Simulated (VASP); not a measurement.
PdPt3S8, 12 atoms in the cell. The structure is trigonal, space group P-3m1 (No. 164). Conventional cell: a = 7.144 Å, b = 7.144 Å, c = 6.460 Å, α = 90.00°, β = 90.00°, γ = 120.00°. Pd (site symmetry -3m) has 6 S at 2.41 Å within 3.2 Å. Within 3.2 Å of Pt (site symmetry 2/m) lie 6 S at 2.40 Å. Within 3.2 Å of S (site symmetry 3m) lie 3 Pt at 2.40 Å. Within 3.2 Å of S (site symmetry m) lie 2 Pt at 2.40 Å and 1 Pd at 2.41 Å. 

| Quantity | Value |
| --- | --- |
| Program | VASP 6.6.1 |
| Task | single point |
| Functional | PBE |
| Potentials or basis | VASP PAW PBE potentials, release 64 (Pd, Pt, S) |
| Cutoff | 520 eV |
| k mesh | 6 × 6 × 4 |
| Occupations | gaussian, width 0.02 eV |
| Spin | no spin polarisation |
| Dipole correction | no |
| Further INCAR settings | ALGO = Normal; EDIFF = 1e-07; NBANDS = 56 |

Potentials or basis: VASP PAW PBE potentials, release 64 (Pd, Pt, S).

Run with:

```console
$ cat potpaw_PBE.64/Pd/POTCAR potpaw_PBE.64/Pt/POTCAR potpaw_PBE.64/S/POTCAR > POTCAR
$ mpirun -np 1 vasp_std > vasp.out
```

Hardware: 1 thread of Oxide Virtual Turin-like Processor, with other jobs on the host.

How long does it take, and how much memory?

It took 13 min on 1 thread of Oxide Virtual Turin-like Processor (shared host), peak memory 0.54 GiB. Counts: scf iterations 18, k points 24.
